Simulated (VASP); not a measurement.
# Si16C (a cell with a defect) in VASP: further runs

The runs below take Si16C (a cell with a defect) through single point, with PBEsol.

Program: VASP 6.6.1. These are calculated values, not measurements. Logs are shortened: lines on timing, memory, paths and dates and some standing lists are left out, and cuts for length are marked.

### 1 The cell of the first run

The cell holds a defect, 17 atoms: a = 7.679 Å, b = 7.679 Å, c = 7.679 Å, α = 60.00°, β = 60.00°, γ = 60.00°.

### 2 Single point, PBEsol, collinear spin, ferromagnetic start

Input file INCAR:

```
ALGO = Normal
EDIFF = 1E-6
ENCUT = 520
GGA = PS
ISIF = 2
ISMEAR = -1
ISPIN = 2
LASPH = True
LCHARG = False
LORBIT = 11
LREAL = Auto
LWAVE = False
MAGMOM = 0 0 0 0 0 0 0 0 0 0 0 0 0 0 0 0 1
NBANDS = 52
NELM = 150
PREC = Accurate
SIGMA = 0.02
```

Input file KPOINTS:

```
k-points
0
Gamma
  2 2 2
```

Input file POSCAR:

```
Si16C
1.0
    0.0000000000      5.4300000000      5.4300000000
    5.4300000000      0.0000000000      5.4300000000
    5.4300000000      5.4300000000      0.0000000000
Si C
16 1
Direct
   -0.0090423573      0.0092817680      0.0081583794
    0.1826611418      0.0721270718      0.1160128913
    0.0232320442     -0.0008563536      0.4849815838
    0.1104604052      0.1253406998      0.6401657459
   -0.0000460405      0.4609668508      0.0152209945
    0.1228360958      0.6179189687      0.1095211786
    0.0432044199      0.4869797422      0.5033149171
    0.1057826888      0.6213443831      0.6565193370
    0.5633885820     -0.0522651934     -0.0511602210
    0.6283517495      0.1055340700      0.0919429098
    0.5158379374     -0.0183793738      0.4677900552
    0.6604235727      0.1395211786      0.5547145488
    0.4858103131      0.5036924494     -0.0463443831
    0.6205985267      0.5973388582      0.1345211786
    0.4606998158      0.6013443831      0.5965561694
    0.7165653775      0.6826795580      0.6841712707
    0.6163904236      0.4470902394      0.4140515654
```

Potentials or basis: VASP PAW PBE potentials, release 64 (Si, C).

The run is started by

```console
$ cat potpaw_PBE.64/Si/POTCAR potpaw_PBE.64/C/POTCAR > POTCAR
$ mpirun -np 1 vasp_std > vasp.out
```

OUTCAR:

```text
EDIFF = 1E-6
   ENCUT = 520
   GGA = PS
   ISIF = 2
   ISMEAR = -1
   ISPIN = 2
   LASPH = True
   LORBIT = 11
   LREAL = Auto
   NELM = 150
   PREC = Accurate

 ion  position               nearest neighbor table
   1  0.991  0.009  0.008-   4 2.31  10 2.31   2 2.33   6 2.46
   2  0.183  0.072  0.116-   1 2.33   3 2.34   9 2.41   5 2.46
   3  0.023  0.999  0.485-  12 2.30   4 2.33   2 2.34   8 2.39
   4  0.110  0.125  0.640-   7 2.30   1 2.31   3 2.33  11 2.56
   5  1.000  0.461  0.015-   8 2.27   6 2.36  14 2.38   2 2.46
   6  0.123  0.618  0.110-  13 2.29   5 2.36   1 2.46   7 2.50
   7  0.043  0.487  0.503-   8 2.23   4 2.30  16 2.30   6 2.50
   8  0.106  0.621  0.657-   7 2.23   5 2.27   3 2.39  15 2.46  16 2.69
   9  0.563  0.948  0.949-  14 2.25  10 2.33   2 2.41  12 2.50  16 3.00
  10  0.628  0.106  0.092-   1 2.31   9 2.33  11 2.36  13 2.50
  11  0.516  0.982  0.468-  10 2.36  16 2.37  12 2.46   4 2.56  15 2.76
  12  0.660  0.140  0.555-  17 1.97   3 2.30  11 2.46   9 2.50  16 2.98
  13  0.486  0.504  0.954-  16 2.29   6 2.29  10 2.50  15 2.54  14 2.59
  14  0.621  0.597  0.135-  17 1.85   9 2.25   5 2.38  13 2.59  16 2.93  15 3.13
  15  0.461  0.601  0.597-  17 1.83   8 2.46  13 2.54  11 2.76  16 2.77  14 3.13
  16  0.717  0.683  0.684-  13 2.29   7 2.30  11 2.37   8 2.69  15 2.77  14 2.93  12 2.98   9 3.00

  17  0.616  0.447  0.414-  15 1.83  14 1.85  12 1.97

  LATTYP: Found a face centered cubic cell.
 ALAT       =    10.8600000000

  Lattice vectors:

 A1 = (   0.0000000000,   5.4300000000,   5.4300000000)
 A2 = (   5.4300000000,   0.0000000000,   5.4300000000)
 A3 = (   5.4300000000,   5.4300000000,   0.0000000000)

Analysis of symmetry for initial positions (statically):
=====================================================================
 Subroutine PRICEL returns:
 Original cell was already a primitive cell.

 Routine SETGRP: Setting up the symmetry group for a
 face centered cubic supercell.

 Subroutine GETGRP returns: Found  1 space group operations
 (whereof  1 operations were pure point group operations)
 out of a pool of 48 trial point group operations.

The static configuration has the point symmetry C_1 .

Analysis of symmetry for dynamics (positions and initial velocities):
=====================================================================
 Subroutine PRICEL returns:
 Original cell was already a primitive cell.

 Routine SETGRP: Setting up the symmetry group for a
[... 172 lines left out ...]

 Free energy of the ion-electron system (eV)
  ---------------------------------------------------
  ext. energy  EPLUGINS =         0.00000000
  ---------------------------------------------------
  free energy    TOTEN  =       -95.51647064 eV

  energy without entropy =      -95.51087107  energy(sigma->0) =      -95.51367086

 E-fermi :   6.2308     XC(G=0):  -9.7383

 val. band max:        6.2082309625   @ k =   0.0000   0.5000   0.0000
 cond. band min:       6.2533216323   @ k =   0.5000   0.0000   0.0000
 fundamental gap:      0.0450906698
 Fermi energy:         6.2308175301

 spin component 1

 k-point     1 :       0.0000    0.0000    0.0000
  band No.  band energies     occupation
      1      -6.7478      1.00000
      2      -5.2665      1.00000
      3      -4.0095      1.00000
      4      -3.8726      1.00000
      5      -3.6912      1.00000
      6      -3.3368      1.00000
[... 381 lines left out ...]
     45       9.8604      0.00000
     46      10.0071      0.00000
 Fermi energy:         6.2308175301

 spin component 2

 k-point     1 :       0.0000    0.0000    0.0000
  band No.  band energies     occupation
      1      -6.7477      1.00000
      2      -5.2664      1.00000
      3      -4.0094      1.00000
      4      -3.8725      1.00000
      5      -3.6912      1.00000
      6      -3.3368      1.00000
[... 381 lines left out ...]
     45       9.8605      0.00000
     46      10.0072      0.00000
 [bands above 46 left out]

------------------------ aborting loop because EDIFF is reached ----------------------------------------

  FORCE on cell =-STRESS in cart. coord.  units (eV):
  Direction    XX          YY          ZZ          XY          YZ          ZX
  --------------------------------------------------------------------------------------
  -------------------------------------------------------------------------------------
  Total        0.2345987     -2.6949965     -1.5732346     -0.1535504      2.9018244     -2.6605170
  in kB        1.1738338    -13.4846385     -7.8718099     -0.7683022     14.5195188    -13.3121172
  external PRESSURE =      -6.7275382 kB  Pullay stress =       0.0000000 kB

 VOLUME and BASIS-vectors are now :
 -----------------------------------------------------------------------------
  energy-cutoff  :      520.00
  volume of cell :      320.21
      direct lattice vectors                 reciprocal lattice vectors
     0.000000000  5.430000000  5.430000000    -0.092081031  0.092081031  0.092081031
     5.430000000  0.000000000  5.430000000     0.092081031 -0.092081031  0.092081031
     5.430000000  5.430000000  0.000000000     0.092081031  0.092081031 -0.092081031

 POSITION                                       TOTAL-FORCE (eV/Angst)
 -----------------------------------------------------------------------------------
      0.09470      5.42520      5.43130        -1.192878      0.615504     -0.624378
      1.02160      1.62180      1.38350         0.705783     -0.589939      0.574554
      8.05880      2.75960      5.55150        -0.573782      0.358659     -0.581557
      4.15670      4.07590      1.28040        -0.983695      0.779305      0.822047
      2.58570      5.51240      7.93280        -0.048428      0.558001     -0.348472
      3.95000      1.26170      4.02230         1.544467     -0.076169     -0.291088
[... 9 lines left out ...]
      7.42200      7.60600      7.59790         0.073592     -0.382077      0.421568
      4.67600      5.59530      5.77470         0.275689      0.386381     -1.125250
 -----------------------------------------------------------------------------------
    total drift:                               -0.005722     -0.006599     -0.002749

  FREE ENERGIE OF THE ION-ELECTRON SYSTEM (eV)
  ---------------------------------------------------
  free  energy   TOTEN  =       -95.5164706449 eV

  energy  without entropy=      -95.5108710725  energy(sigma->0) =      -95.51367086

 total charge

# of ion       s       p       d       tot
------------------------------------------
    1        0.745   0.948   0.000   1.693
    2        0.748   0.915   0.000   1.662
    3        0.751   0.936   0.000   1.687
    4        0.753   0.925   0.000   1.678
    5        0.761   0.911   0.000   1.673
    6        0.755   0.895   0.000   1.651
[... 9 lines left out ...]
   16        0.809   0.862   0.000   1.671
   17        0.871   1.510   0.000   2.381
--------------------------------------------------
tot         13.047  15.945   0.000  28.992

 magnetization (x)

# of ion       s       p       d       tot
------------------------------------------
    1        0.000   0.000   0.000   0.000
    2        0.000  -0.000   0.000  -0.000
    3        0.000   0.000   0.000   0.000
    4        0.000   0.000   0.000   0.000
    5        0.000   0.000   0.000   0.000
    6       -0.000  -0.000   0.000  -0.000
[... 9 lines left out ...]
   16        0.000   0.000   0.000   0.000
   17        0.000   0.000   0.000   0.000
--------------------------------------------------
tot          0.000   0.000   0.000   0.000
```

Run time: 4.3 min. Hardware: 1 thread of Intel Xeon 6975P-C (Granite Rapids), shared host; peak memory 0.7 GiB.

Results:

```
Free energy                                           : -95.5165 eV
Pressure                                              : -0.7 GPa
Largest force                                         : 2.213 eV/Å
Band gap on the k mesh                                : zero (filled and empty bands overlap)
Net moment                                            : 0.00 μB per cell
Valence electrons inside the program's atomic spheres : Si 1.69, 1.66, 1.68, 1.67, 1.65, 1.70, 1.63, 1.61; C 2.38
```

Forces on the atoms (eV/Å):
```
Si  -1.193  0.616 -0.624
Si   0.706 -0.590  0.575
Si  -0.574  0.359 -0.582
Si  -0.984  0.779  0.822
Si  -0.048  0.558 -0.348
Si   1.544 -0.076 -0.291
Si  -1.711 -1.389  0.197
Si   0.532  0.323  1.666
Si   0.720 -1.491  0.697
Si   0.913 -0.234  0.451
Si   0.882 -0.436 -0.721
Si   0.855 -0.894  0.325
Si  -0.482  1.318 -0.731
Si  -1.243  1.236 -1.058
Si  -0.267 -0.081  0.327
Si   0.074 -0.382  0.422
C    0.276  0.386 -1.125
```

Stress tensor (GPa, compression positive):
```
 0.12 -0.08 -1.33
-0.08 -1.35  1.45
-1.33  1.45 -0.79
```

Levels at points of the mesh, in eV from the Fermi level:
Spin up:
```
           k point  band 30  band 31  band 32  band 33  band 34  band 35  band 36  band 37  band 38  band 39
(0.00, 0.00, 0.00)    -1.11    -0.96    -0.71    -0.60    -0.49    -0.26     0.20     0.43     0.58     0.70
(0.50, 0.00, 0.00)    -1.72    -1.34    -1.14    -0.82     0.02     0.25     0.57     0.72     0.98     1.07
(0.00, 0.50, 0.00)    -1.62    -1.37    -1.05    -0.69    -0.02     0.21     0.53     0.75     0.98     1.14
(0.00, 0.00, 0.50)    -1.65    -1.19    -0.96    -0.86    -0.23     0.45     0.61     0.89     0.98     1.01
(0.50, 0.50, 0.50)    -1.50    -1.35    -1.05    -0.85    -0.14     0.36     0.61     0.85     0.99     1.34
(0.50, 0.50, 0.00)    -1.79    -1.57    -1.39    -0.94    -0.36     0.73     0.85     1.42     1.49     1.68
(0.00, 0.50, 0.50)    -1.72    -1.57    -1.30    -1.03    -0.33     0.47     1.03     1.33     1.42     1.72
(0.50, 0.00, 0.50)    -1.68    -1.45    -1.35    -0.90    -0.56     0.63     0.83     1.39     1.49     1.83
```
Spin down:
| k point | band 31 | band 32 | band 33 | band 34 | band 35 | band 36 | band 37 | band 38 |
| --- | --- | --- | --- | --- | --- | --- | --- | --- |
| (0.00, 0.00, 0.00) | -0.96 | -0.71 | -0.60 | -0.49 | -0.26 | 0.20 | 0.43 | 0.58 |
| (0.50, 0.00, 0.00) | -1.34 | -1.14 | -0.82 | 0.02 | 0.25 | 0.57 | 0.72 | 0.98 |
| (0.00, 0.50, 0.00) | -1.37 | -1.05 | -0.69 | -0.02 | 0.21 | 0.53 | 0.75 | 0.98 |
| (0.00, 0.00, 0.50) | -1.19 | -0.96 | -0.86 | -0.23 | 0.45 | 0.61 | 0.89 | 0.98 |
| (0.50, 0.50, 0.50) | -1.35 | -1.05 | -0.85 | -0.14 | 0.36 | 0.61 | 0.85 | 0.99 |
| (0.50, 0.50, 0.00) | -1.57 | -1.39 | -0.94 | -0.36 | 0.73 | 0.85 | 1.42 | 1.49 |
| (0.00, 0.50, 0.50) | -1.57 | -1.30 | -1.03 | -0.33 | 0.47 | 1.03 | 1.33 | 1.42 |
| (0.50, 0.00, 0.50) | -1.45 | -1.35 | -0.90 | -0.56 | 0.63 | 0.83 | 1.39 | 1.49 |

Caveat: the k points lie up to 0.50 Å⁻¹ apart; the PAW data sets were made with another functional, which shifts forces and pressure a little.

(Continued in part 2 of 2.)
